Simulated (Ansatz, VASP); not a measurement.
One calculation of Te6Mo3H, two programs

```
CELL_PARAMETERS angstrom
3.43343 0.00000 0.00000
-1.71672 2.97344 0.00000
0.00000 0.00000 20.77043
ATOMIC_POSITIONS crystal
Te 0.00000 0.00000 0.91258
Te 0.33333 0.66667 0.59178
Te 0.33333 0.66667 0.23331
Te 0.33333 0.66667 0.76669
Te 0.33333 0.66667 0.40822
Te 0.00000 0.00000 0.08742
Mo 0.00000 0.00000 0.67915
Mo 0.00000 0.00000 0.32085
Mo 0.33333 0.66667 0.00000
H 0.69769 0.89051 0.75234
```

Alike in both runs: task single point; functional PBEsol; dispersion D3(BJ); k mesh 9 × 9 × 2; occupations gaussian, width 0.05 eV; no spin polarisation.

```csv
,VASP,Ansatz
version,VASP 6.6.1,Ansatz 0.2.0
potentials or method,"VASP PAW PBE potentials, release 64 (Te, Mo_sv, H), cutoff 400 eV","scalar-relativistic, plane waves, PAW"
valence electrons in the cell,79,139
```

|  | VASP | Ansatz | Ansatz less VASP |
| --- | --- | --- | --- |
| gap on the k mesh at the Fermi level (eV) | none | none | - |
| pressure (GPa) | 11.1 | 11.4 | +0.30 |
| traceless stress, the component that is largest in VASP (GPa) | 12.52 | 12.79 | +0.266 |
| rms of the force components (eV/Å) | 7.955 | 8.147 | +0.1923 |

VASP's potentials were made for PBE, not for PBEsol, and Ansatz warns of the same on its side. Atom by atom the forces differ by 0.195 eV/Å (rms over components). A gap of «none» marks a metal or a gap that the smearing closes. VASP's potentials hold 79 valence electrons a cell and Ansatz's 139, so a difference there can come from the potentials and not from the codes.

Neither program's run includes spin-orbit coupling.
